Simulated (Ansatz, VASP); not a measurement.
## One calculation of ZnSe, two programs

```
CELL_PARAMETERS angstrom
0.00000 2.81662 2.81662
2.81662 0.00000 2.81662
2.81662 2.81662 0.00000
ATOMIC_POSITIONS crystal
Zn 0.00000 0.00000 0.00000
Se 0.25000 0.25000 0.25000
```

Alike in both runs: functional PBEsol; k mesh 8 × 8 × 8; occupations gaussian, width 0.02 eV; no spin polarisation.

Ansatz relaxed the structure, and its values are those at the end. VASP's run is a single point on that final structure, the one shown.

```csv
,VASP,Ansatz
version,VASP 6.6.1,Ansatz 0.2.0
potentials or method,"VASP PAW PBE potentials, release 64 (Zn, Se), cutoff 520 eV","scalar-relativistic, plane waves, PAW"
valence electrons in the cell,18,28
```

|  | VASP | Ansatz | Ansatz less VASP |
| --- | --- | --- | --- |
| gap on the k mesh at the Fermi level (eV) | 1.24 | 1.24 | -0.004 |
| least direct gap on the mesh (eV) | 1.24 | 1.24 | -0.004 |
| pressure (GPa) | 0.3 | 0.0 | -0.27 |

VASP's potentials were made for PBE, not for PBEsol. VASP's potentials hold 18 valence electrons a cell and Ansatz's 28, so a difference there can come from the potentials and not from the codes.
